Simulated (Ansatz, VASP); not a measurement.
## Ba3OsPd in VASP and in Ansatz

File INCAR:

```
SYSTEM = Ba3OsPd
ALGO = Fast
EDIFF = 1E-6
EDIFFG = -0.01
ENCUT = 600
GGA = PE
IBRION = 2
ISIF = 3
ISMEAR = 0
LASPH = .True.
LCHARG = .False.
LREAL = .False.
LWAVE = .False.
NELM = 100
NSW = 100
PREC = Accurate
SIGMA = 0.1
```

KPOINTS

```
k-points
0
Gamma
  6 6 6
  0 0 0
```

POSCAR

```
Ba3OsPd
1.0
    5.8393336013      0.0000000000      0.0000000000
    0.0000000000      5.8393336013      0.0000000000
    0.0000000000      0.0000000000      5.8393336013
Ba Pd Os
3 1 1
Direct
    0.5000000000      0.5000000000      0.0000000000
    0.5000000000      0.0000000000      0.5000000000
    0.0000000000      0.5000000000      0.5000000000
    0.5000000000      0.5000000000      0.5000000000
    0.0000000000      0.0000000000      0.0000000000
```

Input for Ansatz:

```yaml
crystal:
  lattice:
    - [5.8393336013, 0.0, 0.0]
    - [0.0, 5.8393336013, 0.0]
    - [0.0, 0.0, 5.8393336013]
  atoms:
    - { symbol: Ba, position: [0.5, 0.5, 0.0] }
    - { symbol: Ba, position: [0.5, 0.0, 0.5] }
    - { symbol: Ba, position: [0.0, 0.5, 0.5] }
    - { symbol: Pd, position: [0.5, 0.5, 0.5] }
    - { symbol: Os, position: [0.0, 0.0, 0.0] }
basis:
  ecutwfc: 420
kpoints:
  mp_grid: { grid: [6, 6, 6] }
hamiltonian:
  xc: pbe
scf:
  occupations: { method: gaussian, width: 0.1 }
output:
  forces: true
  stress: true
  eigenvalues: true
relax:
  adjacent_minimum: "off"
  f_tol: 0.01
  max_steps: 80
  cell: { stress_tol: 0.05 }
```

Alike in both runs: task relaxation of cell and atoms; functional PBE; k mesh 6 × 6 × 6; occupations gaussian, width 0.1 eV; no spin polarisation.

```csv
,VASP,Ansatz
version,VASP 6.6.1,Ansatz 0.2.0
potentials or method,"VASP PAW PBE potentials, release 64 (Ba_sv, Pd, Os), cutoff 600 eV","scalar-relativistic, plane waves, PAW"
valence electrons in the cell,48,64
```

Ansatz gave:

| Item | Value |
| --- | --- |
| gap on the k mesh at the Fermi level, each at its own relaxed structure (eV) | none |
| relaxed volume (Å³/atom) | 39.52 |
| relaxed length of the cell vector where the two differ most in proportion (Å) | 5.825 |

Task: Estimate VASP's values.

Result: gap on the k mesh at the Fermi level, each at its own relaxed structure (eV): none; relaxed volume (Å³/atom): 40.73; relaxed length of the cell vector where the two differ most in proportion (Å): 5.883.

A gap of «none» marks a metal or a gap that the smearing closes. VASP's potentials hold 48 valence electrons a cell and Ansatz's 64, so a difference there can come from the potentials and not from the codes.

Neither program's run includes spin-orbit coupling.
